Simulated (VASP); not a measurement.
# NbAs in VASP: notebook, part 2 of 2

VASP 6.6.1. Earlier steps stand in the parts before.

### Step 3. Single point, PBE

Contents of INCAR:

```
SYSTEM = NbAs
  ALGO = Normal
  DIPOL = 0.5 0.5 0.294
  EDIFF = 1E-7
  ENCUT = 520
  GGA = PE
  IDIPOL = 3
  ISIF = 2
  ISMEAR = -1
  LASPH = .True.
  LCHARG = .False.
  LDIPOL = .True.
  LREAL = .False.
  LWAVE = .False.
  NBANDS = 16
  NELM = 80
  PREC = Accurate
  SIGMA = 0.05
```

Contents of KPOINTS:

```
k-points
0
Gamma
  7 7 1
  0 0 0
```

Contents of POSCAR:

```
NbAs
1.0
    3.6117000000      0.0000000000      0.0000000000
    0.0000000000      3.6117000000      0.0000000000
    0.0000000000      0.0000000000     23.8000000000
Nb As
1 1
Direct
    0.0000000000      0.0000000000      0.2941200000
    0.5000000000      0.5000000000      0.2941200000
```

Potentials or basis: VASP PAW PBE potentials, release 64 (Nb_sv, As).

Started as:

```bash
cat potpaw_PBE.64/Nb_sv/POTCAR potpaw_PBE.64/As/POTCAR > POTCAR
mpirun -np 1 vasp_std > vasp.out
```

OUTCAR:

```text
SYSTEM = NbAs
   EDIFF = 1E-7
   ENCUT = 520
   GGA = PE
   ISIF = 2
   ISMEAR = -1
   LASPH = .True.
   LREAL = .False.
   NELM = 80
   PREC = Accurate

 ion  position               nearest neighbor table
   1  0.000  0.000  0.294-   2 2.55   2 2.55   2 2.55   2 2.55
   2  0.500  0.500  0.294-   1 2.55   1 2.55   1 2.55   1 2.55

  LATTYP: Found a simple tetragonal cell.
 ALAT       =     3.6117000000
 C/A-ratio  =     6.5896946036

  Lattice vectors:

[... 369 lines left out ...]

  FORCE on cell =-STRESS in cart. coord.  units (eV):
  Direction    XX          YY          ZZ          XY          YZ          ZX
  --------------------------------------------------------------------------------------
  -------------------------------------------------------------------------------------
  Total       -1.1447028     -1.1447028     -0.0129189      0.0000000     -0.0000000      0.0000000
  in kB       -5.9074903     -5.9074903     -0.0666711      0.0000000     -0.0000000      0.0000000
  external PRESSURE =      -3.9605505 kB  Pullay stress =       0.0000000 kB

 VOLUME and BASIS-vectors are now :
 -----------------------------------------------------------------------------
  energy-cutoff  :      520.00
  volume of cell :      310.46
      direct lattice vectors                 reciprocal lattice vectors
     3.611700000  0.000000000  0.000000000     0.276877925  0.000000000  0.000000000
     0.000000000  3.611700000  0.000000000     0.000000000  0.276877925  0.000000000
     0.000000000  0.000000000 23.800000000     0.000000000  0.000000000  0.042016807

 POSITION                                       TOTAL-FORCE (eV/Angst)
 -----------------------------------------------------------------------------------
      0.00000      0.00000      7.00006         0.000000     -0.000000      0.000000
      1.80585      1.80585      7.00006         0.000000      0.000000      0.000000
 -----------------------------------------------------------------------------------
    total drift:                               -0.000000      0.000000      0.000001

  FREE ENERGIE OF THE ION-ELECTRON SYSTEM (eV)
  ---------------------------------------------------
  free  energy   TOTEN  =       -13.4010668166 eV

  energy  without entropy=      -13.3619829526  energy(sigma->0) =      -13.38152488

 vacuum level on the upper side and lower side of the slab         1.680         1.680
```

OSZICAR:

```text
N       E                     dE             d eps       ncg     rms          rms(c)
DAV:   1     0.851124492507E+02    0.85112E+02   -0.81552E+03   456   0.786E+02
DAV:   2    -0.250919584710E+01   -0.87622E+02   -0.84196E+02   448   0.211E+02
DAV:   3    -0.143984855146E+02   -0.11889E+02   -0.11705E+02   616   0.574E+01
[... 15 lines left out ...]
DAV:  19    -0.134010644175E+02   -0.26983E-05   -0.11209E-07   360   0.848E-04    0.187E-04
DAV:  20    -0.134010661141E+02   -0.16965E-05   -0.68619E-08   280   0.723E-04    0.591E-05
DAV:  21    -0.134010666188E+02   -0.50473E-06   -0.18818E-08   296   0.444E-04    0.676E-05
DAV:  22    -0.134010667966E+02   -0.17783E-06   -0.42591E-09   272   0.228E-04    0.159E-05
DAV:  23    -0.134010668166E+02   -0.19965E-07   -0.29370E-10   320   0.130E-04
   1 F= -.13401067E+02 E0= -.13381525E+02  d E =-.390839E-01
```

stdout:

```text
POSCAR found type information on POSCAR NbAs
 POSCAR found :  2 types and       2 ions
 scaLAPACK will be used
 LDA part: xc-table for (Slater+PW92), standard interpolation
 POSCAR, INCAR and KPOINTS ok, starting setup
 FFT: planning ... GRIDC
 FFT: planning ... GRID_SOFT
 FFT: planning ... GRID
 WAVECAR not read
 entering main loop
```

Wall time 3.8 min (1 thread of AMD EPYC 7R13, shared host); peak memory 0.33 GiB.

What came out:

- Free energy: -13.4011 eV
- Band gap on the k mesh: zero (band 9 reaches -2.58 eV, above the bottom of band 10 at -3.05 eV)

Levels at points of the mesh, in eV from the Fermi level:
```
           k point  band 7  band 8  band 9  band 10  band 11  band 12
(0.00, 0.00, 0.00)   -2.45   -0.54   -0.28    -0.28    -0.26     0.39
```

### Step 4. Single point, LDA

Contents of INCAR:

```
SYSTEM = NbAs
PREC = Accurate ; ENCUT = 520
EDIFF = 1E-7 ; ISMEAR = -1
SIGMA = 0.05 ; LREAL = .False.
LASPH = .True. ; NELM = 80
ALGO = Normal ; ISIF = 2
LWAVE = .False. ; LCHARG = .False.
LDIPOL = .True. ; IDIPOL = 3
DIPOL = 0.5 0.5 0.294 ; NBANDS = 16
```

Contents of KPOINTS:

```
regular mesh
0
Gamma
  7 7 1
  0 0 0
```

POSCAR is that of step 3.

Potentials or basis: VASP PAW LDA potentials, release 64 (Nb_sv, As).

Started as:

```bash
cat potpaw_LDA.64/Nb_sv/POTCAR potpaw_LDA.64/As/POTCAR > POTCAR
mpirun -np 1 vasp_std > vasp.out
```

It took 3.2 min on 1 thread of AMD EPYC 7R13, shared host; peak memory 0.27 GiB.

Results (log left out):

```yaml
Free_energy: -14.7913 eV
Band_gap_on_the_k_mesh: zero (band 9 reaches -2.86 eV, above the bottom of band 10 at -3.33 eV)
```

Levels at points of the mesh, in eV from the Fermi level:
| k point | band 5 | band 6 | band 7 | band 8 | band 9 | band 10 | band 11 | band 12 | band 13 | band 14 |
| --- | --- | --- | --- | --- | --- | --- | --- | --- | --- | --- |
| (0.00, 0.00, 0.00) | -12.09 | -2.63 | -2.46 | -0.55 | -0.26 | -0.26 | -0.24 | 0.39 | 0.39 | 3.82 |

### Step 5. Single point, PBEsol

Contents of INCAR:

```
SYSTEM = NbAs
ALGO = Normal
DIPOL = 0.5 0.5 0.294
EDIFF = 1E-7
ENCUT = 520
GGA = PS
IDIPOL = 3
ISIF = 2
ISMEAR = -1
LASPH = .True.
LCHARG = .False.
LDIPOL = .True.
LREAL = .False.
LWAVE = .False.
NBANDS = 16
NELM = 80
PREC = Accurate
SIGMA = 0.05
```

Contents of KPOINTS:

```
k-points
0
Gamma
  7 7 1
  0 0 0
```

POSCAR is that of step 4.

Potentials or basis: VASP PAW PBE potentials, release 64 (Nb_sv, As).

Started as:

```bash
cat potpaw_PBE.64/Nb_sv/POTCAR potpaw_PBE.64/As/POTCAR > POTCAR
mpirun -np 1 vasp_std > vasp.out
```

It took 3.4 min on 1 thread of AMD EPYC 7R13, shared host; peak memory 0.33 GiB.

The run converged. Its results:

```yaml
Free_energy: -14.3004 eV
Band_gap_on_the_k_mesh: zero (band 9 reaches -2.69 eV, above the bottom of band 10 at -3.15 eV)
```

Levels at points of the mesh, in eV from the Fermi level:
```tsv
k point	band 5	band 6	band 7	band 8	band 9	band 10	band 11	band 12	band 13	band 14
(0.00, 0.00, 0.00)	-12.10	-2.67	-2.48	-0.54	-0.27	-0.27	-0.25	0.39	0.39	3.80
```

Caveat: the PAW data sets were made with another functional, which shifts forces and pressure a little.

### Step 6. The runs side by side

| level | potentials or basis | dipole correction | gap on the mesh (eV) |
| --- | --- | --- | --- |
| PBE | VASP PAW PBE potentials, release 64 (Nb_sv, As) | no | none |
| PBE | VASP PAW PBE potentials, release 64 (Nb_sv, As) | yes | none |
| LDA | VASP PAW LDA potentials, release 64 (Nb_sv, As) | yes | none |
| PBEsol | VASP PAW PBE potentials, release 64 (Nb_sv, As) | yes | none |

Alike in all rows: task single point; no spin polarisation; cell as given; k mesh 7 × 7 × 1; cutoff (eV) 520; smearing fermi-dirac 0.05 eV.

Caveats: the PAW data sets were made with another functional, which shifts forces and pressure a little (some runs).

Absolute energies hang on the potentials; compare differences alone.
